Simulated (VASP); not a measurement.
# GaSb (Immm) in VASP: settings compared

GaSb is run at these levels: LDA, r2SCAN; tasks: single point.

All numbers are computed with VASP 6.6.1; they aren't measurements. Logs are shortened: lines on timing, memory, paths and dates and some standing lists are left out, and cuts for length are marked.

## 1. The cell of the first run

The structure is orthorhombic, space group Immm (No. 71). Conventional cell: a = 3.112 Å, b = 5.350 Å, c = 5.787 Å, α = 90.00°, β = 90.00°, γ = 90.00°. Within 3.8 Å of Ga (site symmetry mmm) lie 6 Sb at 2.89 to 3.09 Å and 2 Ga at 3.11 Å. Sb (site symmetry mmm) has 6 Ga at 2.89 to 3.09 Å and 2 Sb at 3.11 Å within 3.8 Å.

## 2. Single point, LDA

The input, INCAR:

```
SYSTEM = GaSb
PREC = Accurate ; ENCUT = 500
EDIFF = 1E-6 ; ISMEAR = -1
SIGMA = 0.1 ; LREAL = .FALSE.
LASPH = .TRUE. ; NELM = 120
ALGO = Normal ; ISIF = 2
LWAVE = .FALSE. ; LCHARG = .FALSE.
NBANDS = 16 ; GGA_COMPAT = .FALSE.
```

The input, KPOINTS:

```
Automatic mesh
0
G
  4 4 4
  0 0 0
```

The input, POSCAR:

```
GaSb
1.0
    4.2364760686     -0.0000000641     -0.0000001614
   -0.2844839406      4.2269135746     -0.0000000546
   -0.8583657663     -3.1583954668      2.6898839688
Ga Sb
1 1
Direct
    0.0000000000      0.0000000000      0.0000000000
    0.5000000000      0.5000000000      0.0000000000
```

Potentials or basis: VASP PAW LDA potentials, release 64 (Ga_d, Sb).

The run is started by

```
cat potpaw_LDA.64/Ga_d/POTCAR potpaw_LDA.64/Sb/POTCAR > POTCAR
mpirun -np 1 vasp_std > vasp.out
```

OUTCAR:

```text
SYSTEM = GaSb
   PREC = Accurate
   ENCUT = 500
   EDIFF = 1E-6
   ISMEAR = -1
   LREAL = .FALSE.
   LASPH = .TRUE.
   NELM = 120
   ISIF = 2

 ion  position               nearest neighbor table
   1  0.000  0.000  0.000-   2 2.89   2 2.89   2 3.09   2 3.09   2 3.09   2 3.09
   2  0.500  0.500  0.000-   1 2.89   1 2.89   1 3.09   1 3.09   1 3.09   1 3.09

  LATTYP: Found a body centered orthorhombic cell.
 ALAT       =     3.1118020296
 B/A-ratio  =     1.7192630375
 C/A-ratio  =     1.8595739288

  Lattice vectors:

 A1 = (   4.2364760686,  -0.0000000641,  -0.0000001614)
 A2 = (  -0.2844839406,   4.2269135746,  -0.0000000546)
 A3 = (  -0.8583657663,  -3.1583954668,   2.6898839688)

Analysis of symmetry for initial positions (statically):
=====================================================================
 Subroutine PRICEL returns:
 Original cell was already a primitive cell.

 Routine SETGRP: Setting up the symmetry group for a
 body centered orthorhombic supercell.

 Subroutine GETGRP returns: Found  8 space group operations
 (whereof  8 operations were pure point group operations)
 out of a pool of  8 trial point group operations.

The static configuration has the point symmetry D_2h.

Analysis of symmetry for dynamics (positions and initial velocities):
=====================================================================
 Subroutine PRICEL returns:
 Original cell was already a primitive cell.

 Routine SETGRP: Setting up the symmetry group for a
 body centered orthorhombic supercell.

 Subroutine GETGRP returns: Found  8 space group operations
 (whereof  8 operations were pure point group operations)
 out of a pool of  8 trial point group operations.

The dynamic configuration has the point symmetry D_2h.

 Subroutine INISYM returns: Found  8 space group operations
 (whereof  8 operations are pure point group operations),
 and found     1 'primitive' translations

----------------------------------------------------------------------------------------

                                     Primitive cell

  volume of cell :      48.1683

  direct lattice vectors                    reciprocal lattice vectors
     4.236476069 -0.000000064 -0.000000161     0.236045241  0.015886553  0.093977723
    -0.284483941  4.226913575 -0.000000055     0.000000014  0.236579244  0.277785523
    -0.858365766 -3.158395467  2.689883969     0.000000014  0.000000006  0.371763259

[... 74 lines left out ...]
   ENCUT  =  500.0 eV  36.75 Ry    6.06 a.u.   7.72  7.72  7.72*2*pi/ulx,y,z
   NELM   =    120;   NELMIN=  2; NELMDL= -5     # of ELM steps
   EDIFF  = 0.1E-05   stopping-criterion for ELM
   LREAL  =      F    real-space projection
   EDIFFG = 0.1E-04   stopping-criterion for IOM
   NSW    =      0    number of steps for IOM
   IBRION =     -1    ionic relax: 0-MD 1-quasi-New 2-CG
   NFREE  =      0    steps in history (QN), initial steepest desc. (CG)
   ISIF   =      2    stress and relaxation
   ISYM   =      2    0-nonsym 1-usesym 2-fastsym
   POTIM  = 0.5000    time-step for ionic-motion
   TEBEG  =    0.0;   TEEND  =   0.0 temperature during run
   PSTRESS=    0.0 pullay stress
   NELECT =      18.0000    total number of electrons
   NUPDOWN=      -1.0000    fix difference up-down
   EMIN   =  10.00;   EMAX   =-10.00  energy-range for DOS
   EFERMI =   0.00;   METHOD = LEGACY
   ISMEAR =    -1;   SIGMA  =   0.10  broadening in eV -4-tet -1-fermi 0-gaus
   EFERMI_NEDOS =   21; number of points for ismear=-14 and -15
   IALGO  =     38    algorithm
   IMIX   =      4    mixing-type and parameters
     AMIX     =   0.40;   BMIX     =  1.00
     AMIX_MAG =   1.60;   BMIX_MAG =  1.00
  volume/ion in A,a.u.               =      24.08       162.53
  Fermi-wavevector in a.u.,A,eV,Ry     =   1.179175  2.228319 18.918287  1.390455
  Thomas-Fermi vector in A             =   2.315491
   LORBIT       =      0    0 simple, 1 ext, 2 COOP (PROOUT), +10 PAW based schemes
   GGA     = CA    functional components
   LHFCALC =     F    Hartree Fock is set to
   AEXX    =    0.0000 exact exchange contribution
   IVDW    =     0    specifies the selected vdW correction
   LEPSILON=     F    determine dielectric tensor
   LRPA    =     F    only Hartree local field effects (RPA)
 non-spin polarized calculation
  energy-cutoff  :      500.00
  volume of cell :       48.17
 maximum number of plane-waves:      1242
 NGX is ok and might be reduce to    32
   NGX = 15   NGY = 15   NGZ = 15

 number of electron      17.9999989 magnetization

 Free energy of the ion-electron system (eV)
  ---------------------------------------------------
  ext. energy  EPLUGINS =         0.00000000
  ---------------------------------------------------
  free energy    TOTEN  =        -8.21794631 eV

  energy without entropy =       -8.16615027  energy(sigma->0) =       -8.19204829

 E-fermi :   6.3140     XC(G=0): -10.4767

 val. band max:        6.2032636461   @ k =   0.2500   0.2500  -0.0000
 cond. band min:       6.3429785980   @ k =  -0.2500   0.2500  -0.0000
 fundamental gap:      0.1397149519
 Fermi energy:         6.3140201264

 k-point     1 :       0.0000    0.0000    0.0000
  band No.  band energies     occupation
      1      -8.7148      2.00000
      2      -8.6383      2.00000
      3      -8.6345      2.00000
      4      -8.6020      2.00000
      5      -8.5822      2.00000
      6      -5.5752      2.00000
[... 319 lines left out ...]
      3      -8.6059      2.00000
      4      -8.5978      2.00000
      5      -8.5771      2.00000
      6      -3.1529      2.00000
[... 8 lines left out ...]
     15      19.6366      0.00000
     16      20.1294      0.00000

------------------------ aborting loop because EDIFF is reached ----------------------------------------

  FORCE on cell =-STRESS in cart. coord.  units (eV):
  Direction    XX          YY          ZZ          XY          YZ          ZX
  --------------------------------------------------------------------------------------
  -------------------------------------------------------------------------------------
  Total       -1.9552304     -2.0226772     -0.5214296     -0.5010692      0.5795167     -0.6198308
  in kB      -65.0349570    -67.2783767    -17.3438143    -16.6665863     19.2759098    -20.6168400
  external PRESSURE =     -49.8857160 kB  Pullay stress =       0.0000000 kB

 VOLUME and BASIS-vectors are now :
 -----------------------------------------------------------------------------
  energy-cutoff  :      500.00
  volume of cell :       48.17
      direct lattice vectors                 reciprocal lattice vectors
     4.236476069 -0.000000064 -0.000000161     0.236045241  0.015886553  0.093977723
    -0.284483941  4.226913575 -0.000000055     0.000000014  0.236579244  0.277785523
    -0.858365766 -3.158395467  2.689883969     0.000000014  0.000000006  0.371763259

 POSITION                                       TOTAL-FORCE (eV/Angst)
 -----------------------------------------------------------------------------------
      0.00000      0.00000      0.00000         0.000000      0.000000      0.000000
      1.97600      2.11346     -0.00000        -0.000000     -0.000000      0.000000
 -----------------------------------------------------------------------------------
    total drift:                               -0.000000     -0.000000     -0.000000

  FREE ENERGIE OF THE ION-ELECTRON SYSTEM (eV)
  ---------------------------------------------------
  free  energy   TOTEN  =        -8.2179463112 eV

  energy  without entropy=       -8.1661502741  energy(sigma->0) =       -8.19204829
```

stdout:

```text
POSCAR found type information on POSCAR GaSb
 POSCAR found :  2 types and       2 ions
 scaLAPACK will be used
 LDA part: xc-table for (Slater(with rela. corr.)+CA(PZ))
 , standard interpolation
 POSCAR, INCAR and KPOINTS ok, starting setup
 FFT: planning ... GRIDC
 FFT: planning ... GRID_SOFT
 FFT: planning ... GRID
 WAVECAR not read
 entering main loop
```

Wall time 14 s (1 thread of Intel Xeon 8259CL, shared host); peak memory 0.16 GiB.

What came out:

| Item | Value |
| --- | --- |
| Free energy | -8.2179 eV |
| Pressure | -5.0 GPa |
| Band gap on the k mesh | zero (band 9 reaches 7.82 eV, above the bottom of band 10 at 4.63 eV) |

Levels at points of the mesh, in eV from the Fermi level:
| k point | band 5 | band 6 | band 7 | band 8 | band 9 | band 10 | band 11 | band 12 | band 13 | band 14 |
| --- | --- | --- | --- | --- | --- | --- | --- | --- | --- | --- |
| (0.00, 0.00, 0.00) | -14.90 | -11.89 | -3.26 | -2.07 | -1.67 | 3.48 | 5.40 | 6.12 | 7.47 | 8.01 |
| (0.50, 0.00, 0.00) | -14.89 | -10.48 | -8.01 | -0.14 | 1.50 | 2.04 | 2.59 | 4.86 | 6.97 | 8.83 |
| (0.00, 0.50, 0.00) | -14.87 | -8.01 | -5.97 | -1.94 | -0.43 | -0.20 | 1.17 | 2.84 | 3.70 | 8.87 |
| (0.50, 0.50, 0.00) | -14.87 | -8.00 | -4.90 | -3.06 | -1.98 | -1.68 | 3.43 | 3.85 | 6.45 | 7.41 |
| (0.50, 0.50, 0.50) | -14.89 | -9.47 | -5.96 | -5.01 | -4.71 | 3.32 | 7.18 | 9.52 | 10.16 | 10.19 |

Caveat: the k points lie up to 0.58 Å⁻¹ apart; spin-orbit coupling is left out, which moves the levels of the heavy elements.

## 3. Single point, r2SCAN

POSCAR is that of step 2.

The input, INCAR.step1:

```
PREC = Accurate
ENCUT = 550
ISMEAR = -1
SIGMA = 0.1
LREAL = False
LASPH = True
NELM = 120
NBANDS = 16
GGA = PE
ALGO = Normal
EDIFF = 1E-5
LWAVE = True
LCHARG = False
GGA_COMPAT = False
```

The input, INCAR.step2:

```
PREC = Accurate
ENCUT = 550
EDIFF = 1E-6
ISMEAR = -1
SIGMA = 0.1
LREAL = False
LASPH = True
NELM = 120
ALGO = Normal
ISIF = 2
LWAVE = False
LCHARG = True
METAGGA = R2SCAN
LMIXTAU = True
LELF = True
LVHAR = True
NBANDS = 16
ISTART = 1
GGA_COMPAT = False
```

The input, KPOINTS:

```
regular mesh
0
Gamma
  4 4 4
```

Potentials or basis: VASP PAW PBE potentials, release 64 (Ga_d, Sb).

The run is started by

```
cat potpaw_PBE.64/Ga_d/POTCAR potpaw_PBE.64/Sb/POTCAR > POTCAR
cp INCAR.step1 INCAR
mpirun -np 1 vasp_std > vasp.out
cp INCAR.step2 INCAR
mpirun -np 1 vasp_std > vasp.out
```

Wall time 2 min (1 thread of Intel Xeon 8259CL, shared host); peak memory 0.19 GiB.

The run converged. Its results:

* Free energy: -36.8695 eV
* Pressure: -2.7 GPa
* Band gap on the k mesh: zero (band 9 reaches 8.00 eV, above the bottom of band 10 at 4.56 eV)

Stress tensor (GPa, compression positive):
```
-4.55 -2.01 -2.60
-2.01 -4.82  2.43
-2.60  2.43  1.38
```

Levels at points of the mesh, in eV from the Fermi level:
```
           k point  band 5  band 6  band 7  band 8  band 9  band 10  band 11  band 12  band 13  band 14
(0.00, 0.00, 0.00)  -15.40  -12.46   -3.17   -2.33   -1.86     3.82     5.78     6.51     7.99     8.52
(0.50, 0.00, 0.00)  -15.40  -10.95   -8.42   -0.25    1.58     2.30     2.85     5.19     7.41     9.41
(0.00, 0.50, 0.00)  -15.38   -8.28   -6.26   -2.06   -0.45    -0.28     1.22     3.12     3.96     9.43
(0.50, 0.50, 0.00)  -15.38   -8.25   -5.22   -2.99   -2.23    -1.86     3.76     4.09     6.91     7.80
(0.50, 0.50, 0.50)  -15.40   -9.85   -6.20   -5.28   -5.01     3.54     7.58    10.19    10.96    10.97
```

Caveat: the k points lie up to 0.58 Å⁻¹ apart; the PAW data sets were made with another functional, which shifts forces and pressure a little; spin-orbit coupling is left out, which moves the levels of the heavy elements.
